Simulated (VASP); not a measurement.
# Br (Pm-3m) in VASP: density of states with LDA

Aim: the density of states of Br with LDA.

All numbers are computed with VASP 6.6.1; they aren't measurements. Logs are shortened: lines on timing, memory, paths and dates and some standing lists are left out, and cuts for length are marked.

## 1. The cell of the first run

It takes space group Pm-3m (No. 221, cubic). The conventional cell has a = 2.253 Å, b = 2.253 Å, c = 2.253 Å, α = 90.00°, β = 90.00°, γ = 90.00°. Br (site symmetry m-3m) has 6 Br at 2.25 Å within 3.0 Å.

## 2. Density of states, LDA (volume scaled by 0.43)

Contents of POSCAR:

```
Br
1.0
    2.2534725681      0.0000000000      0.0000000000
    0.0000000000      2.2534725681      0.0000000000
    0.0000000000      0.0000000000      2.2534725681
Br
1
Direct
    0.0000000000      0.0000000000      0.0000000000
```

Contents of INCAR.step1:

```
SYSTEM = Br
PREC = Accurate ; ENCUT = 520
EDIFF = 1E-6 ; ISMEAR = -1
SIGMA = 0.1 ; LREAL = .False.
LASPH = .True. ; NELM = 60
ALGO = Normal ; ISIF = 2
LWAVE = .False. ; LCHARG = .True.
NBANDS = 10
```

Contents of KPOINTS.step1:

```
regular mesh
0
Gamma
  12 12 12
  0 0 0
```

Contents of INCAR.step2:

```
SYSTEM = Br
PREC = Accurate ; ENCUT = 520
EDIFF = 1E-6 ; ISMEAR = -5
SIGMA = 0.1 ; LREAL = .False.
LASPH = .True. ; NELM = 60
ALGO = Normal ; ISIF = 2
LWAVE = .False. ; LCHARG = .False.
LORBIT = 11 ; NBANDS = 10
NEDOS = 1001 ; ICHARG = 11
```

Contents of KPOINTS.step2:

```
regular mesh
0
Gamma
  18 18 18
  0 0 0
```

Potentials or basis: VASP PAW LDA potentials, release 64 (Br).

On the command line:

```sh
$ cat potpaw_LDA.64/Br/POTCAR > POTCAR
$ cp INCAR.step1 INCAR
$ cp KPOINTS.step1 KPOINTS
$ mpirun -np 1 vasp_std > vasp.out
$ cp INCAR.step2 INCAR
$ cp KPOINTS.step2 KPOINTS
$ mpirun -np 1 vasp_std > vasp.out
```

OUTCAR:

```text
SYSTEM = Br
   PREC = Accurate
   ENCUT = 520
   EDIFF = 1E-6
   ISMEAR = -5
   LREAL = .False.
   LASPH = .True.
   NELM = 60
   ISIF = 2
   LORBIT = 11
   ICHARG = 11

 ion  position               nearest neighbor table
   1  0.000  0.000  0.000-

  LATTYP: Found a simple cubic cell.
 ALAT       =     2.2534725681

  Lattice vectors:

 A1 = (   2.2534725681,   0.0000000000,   0.0000000000)
 A2 = (   0.0000000000,   2.2534725681,   0.0000000000)
 A3 = (   0.0000000000,   0.0000000000,   2.2534725681)

Analysis of symmetry for initial positions (statically):
=====================================================================
 Subroutine PRICEL returns:
 Original cell was already a primitive cell.

 Routine SETGRP: Setting up the symmetry group for a
 simple cubic supercell.

 Subroutine GETGRP returns: Found 48 space group operations
 (whereof 48 operations were pure point group operations)
 out of a pool of 48 trial point group operations.

The static configuration has the point symmetry O_h .

Analysis of symmetry for dynamics (positions and initial velocities):
=====================================================================
 Subroutine PRICEL returns:
 Original cell was already a primitive cell.

 Routine SETGRP: Setting up the symmetry group for a
 simple cubic supercell.

 Subroutine GETGRP returns: Found 48 space group operations
 (whereof 48 operations were pure point group operations)
 out of a pool of 48 trial point group operations.

The dynamic configuration has the point symmetry O_h .

 Subroutine INISYM returns: Found 48 space group operations
 (whereof 48 operations are pure point group operations),
 and found     1 'primitive' translations

----------------------------------------------------------------------------------------

                                     Primitive cell

  volume of cell :      11.4434

  direct lattice vectors                    reciprocal lattice vectors
     2.253472568  0.000000000  0.000000000     0.443759562  0.000000000  0.000000000
     0.000000000  2.253472568  0.000000000     0.000000000  0.443759562  0.000000000
     0.000000000  0.000000000  2.253472568     0.000000000  0.000000000  0.443759562

  length of vectors
     2.253472568  2.253472568  2.253472568     0.443759562  0.443759562  0.443759562

  position of ions in fractional coordinates (direct lattice)
     0.000000000  0.000000000  0.000000000

[... 78 lines left out ...]
   LREAL  =      F    real-space projection
   EDIFFG = 0.1E-04   stopping-criterion for IOM
   NSW    =      0    number of steps for IOM
   IBRION =     -1    ionic relax: 0-MD 1-quasi-New 2-CG
   NFREE  =      0    steps in history (QN), initial steepest desc. (CG)
   ISIF   =      2    stress and relaxation
   ISYM   =      2    0-nonsym 1-usesym 2-fastsym
   POTIM  = 0.5000    time-step for ionic-motion
   TEBEG  =    0.0;   TEEND  =   0.0 temperature during run
   PSTRESS=    0.0 pullay stress
   NELECT =       7.0000    total number of electrons
   NUPDOWN=      -1.0000    fix difference up-down
   EMIN   =  10.00;   EMAX   =-10.00  energy-range for DOS
   EFERMI =   0.00;   METHOD = LEGACY
   ISMEAR =    -5;   SIGMA  =   0.10  broadening in eV -4-tet -1-fermi 0-gaus
   EFERMI_NEDOS =   21; number of points for ismear=-14 and -15
   IALGO  =     38    algorithm
   IMIX   =      4    mixing-type and parameters
     AMIX     =   0.40;   BMIX     =  1.00
     AMIX_MAG =   1.60;   BMIX_MAG =  1.00
  volume/ion in A,a.u.               =      11.44        77.22
  Fermi-wavevector in a.u.,A,eV,Ry     =   1.389703  2.626157 26.276573  1.931274
  Thomas-Fermi vector in A             =   2.513708
   LORBIT       =     11    0 simple, 1 ext, 2 COOP (PROOUT), +10 PAW based schemes
   GGA     = CA    functional components
   LHFCALC =     F    Hartree Fock is set to
   AEXX    =    0.0000 exact exchange contribution
   IVDW    =     0    specifies the selected vdW correction
   LEPSILON=     F    determine dielectric tensor
   LRPA    =     F    only Hartree local field effects (RPA)
 non-spin polarized calculation
 Fermi weights with tetrahedron method with Bloechl corrections
  energy-cutoff  :      520.00
  volume of cell :       11.44
 maximum number of plane-waves:       320
 NGX is ok and might be reduce to    18

 number of electron       6.9999997 magnetization

 Free energy of the ion-electron system (eV)
  ---------------------------------------------------
  ext. energy  EPLUGINS =         0.00000000
  ---------------------------------------------------
  free energy    TOTEN  =         3.80356704 eV

  energy without entropy =        3.80356704  energy(sigma->0) =        3.80356704

 E-fermi :  16.7439     XC(G=0): -13.5610

 val. band max:       17.1409481652   @ k =   0.1667   0.0000   0.0000
 cond. band min:      16.5389326543   @ k =   0.3333   0.1111   0.1111
 fundamental gap:     -0.6020155109
 Fermi energy:        16.7439023541

 k-point     1 :       0.0000    0.0000    0.0000
  band No.  band energies     occupation
      1     -10.5627      2.00000
      2      16.4855      2.00000
      3      16.4855      2.00000
      4      16.4855      2.00000
      5      21.6240      0.00000
      6      21.6240      0.00000
      7      27.2999      0.00000
      8      45.5737      0.00000
      9      45.5737      0.00000
     10      45.5737      0.00000
[... 287 lines left out ...]
 k-point    24 :       0.3333    0.1111    0.0000
  band No.  band energies     occupation
      1      -7.3534      2.00000
      2       4.0632      2.00000
      3      15.4724      2.02505
      4      19.1039      0.00000
      5      25.7385      0.00000
      6      27.9604      0.00000
      7      31.6504      0.00000
      8      33.7474      0.00000
      9      36.6965      0.00000
     10      40.9396      0.00000

 [... further k-points ...]
[... 5 lines left out ...]
  --------------------------------------------------------------------------------------
  -------------------------------------------------------------------------------------
  Total       16.3894835     16.3894835     16.3894835      0.0000000      0.0000000      0.0000000
  in kB     2294.6635736   2294.6635736   2294.6635736      0.0000000      0.0000000      0.0000000
  external PRESSURE =    2294.6635736 kB  Pullay stress =       0.0000000 kB

 VOLUME and BASIS-vectors are now :
 -----------------------------------------------------------------------------
  energy-cutoff  :      520.00
  volume of cell :       11.44
      direct lattice vectors                 reciprocal lattice vectors
     2.253472568  0.000000000  0.000000000     0.443759562  0.000000000  0.000000000
     0.000000000  2.253472568  0.000000000     0.000000000  0.443759562  0.000000000
     0.000000000  0.000000000  2.253472568     0.000000000  0.000000000  0.443759562

 POSITION                                       TOTAL-FORCE (eV/Angst)
 -----------------------------------------------------------------------------------
      0.00000      0.00000      0.00000         0.000000      0.000000      0.000000
 -----------------------------------------------------------------------------------
    total drift:                                0.000000      0.000000      0.000000

  FREE ENERGIE OF THE ION-ELECTRON SYSTEM (eV)
  ---------------------------------------------------
  free  energy   TOTEN  =         3.8035670363 eV

  energy  without entropy=        3.8035670363  energy(sigma->0) =        3.80356704

 total charge

# of ion       s       p       d       tot
------------------------------------------
    1        1.748   3.225   0.470   5.443
```

OUTCAR.step1:

```text
SYSTEM = Br
   PREC = Accurate
   ENCUT = 520
   EDIFF = 1E-6
   ISMEAR = -1
   LREAL = .False.
[... 529 lines left out ...]
 -----------------------------------------------------------------------------------
      0.00000      0.00000      0.00000         0.000000      0.000000      0.000000
 -----------------------------------------------------------------------------------
    total drift:                                0.000000      0.000000      0.000000

  FREE ENERGIE OF THE ION-ELECTRON SYSTEM (eV)
  ---------------------------------------------------
  free  energy   TOTEN  =         3.7957852965 eV

  energy  without entropy=        3.8107677031  energy(sigma->0) =        3.80327650
```

It took 14 s on 1 thread of Intel Xeon Platinum 8488C (Sapphire Rapids), shared host; peak memory 0.12 GiB.

Results:

- Valence electrons inside the program's atomic spheres: Br 5.44

Caveat: an odd number of electrons without spin polarisation forces a metal; a magnetic or distorted state may lie lower; tetrahedron occupations give inexact forces and stress in metals.
